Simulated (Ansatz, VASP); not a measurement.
Two plane-wave programs on Be

File INCAR:

```
PREC = Accurate
ENCUT = 520
EDIFF = 1E-6
ISMEAR = 0
SIGMA = 0.15
LREAL = False
LASPH = True
NELM = 100
ALGO = Fast
ISIF = 2
LWAVE = False
LCHARG = False
GGA = PS
NBANDS = 9
```

KPOINTS

```
Automatic mesh
0
Gamma
  24 24 14
```

File POSCAR:

```
Be
1.0
    2.2650094551      0.0000000000      0.0000000000
   -1.1325047276      1.9615557279      0.0000000000
    0.0000000000      0.0000000000      3.5468865000
Be
2
Direct
    0.3333333333      0.6666666667      0.2500000000
    0.6666666667      0.3333333333      0.7500000000
```

Input for Ansatz:

```yaml
crystal:
  lattice:
    - [2.2650094551, 0.0, 0.0]
    - [-1.1325047276, 1.9615557279, 0.0]
    - [0.0, 0.0, 3.5468865]
  atoms:
    - { symbol: Be, position: [0.3333333333, 0.6666666667, 0.25] }
    - { symbol: Be, position: [0.6666666667, 0.3333333333, 0.75] }
basis:
  ecutwfc: 420
kpoints:
  mp_grid: { grid: [24, 24, 14] }
hamiltonian:
  xc: pbesol
scf:
  occupations: { method: gaussian, width: 0.15 }
output:
  forces: true
  stress: true
  eigenvalues: true
```

Change from the starting cell: strain -0.015 along x and y, -0.015 along z, atoms carried along.

Alike in both runs: task single point; functional PBEsol; k mesh 24 × 24 × 14; occupations gaussian, width 0.15 eV; no spin polarisation.

```csv
,VASP,Ansatz
version,VASP 6.6.1,Ansatz 0.2.0
potentials or method,"VASP PAW PBE potentials, release 64 (Be), cutoff 520 eV","scalar-relativistic, plane waves, PAW"
valence electrons in the cell,4,4
```

```csv
,VASP,Ansatz,Ansatz less VASP
gap on the k mesh at the Fermi level (eV),none,none,-
pressure (GPa),-0.2,-0.6,-0.37
"traceless stress, the component that is largest in VASP (GPa)",1.34,1.28,-0.054
```

VASP's potentials were made for PBE, not for PBEsol. A gap of «none» marks a metal or a gap that the smearing closes.
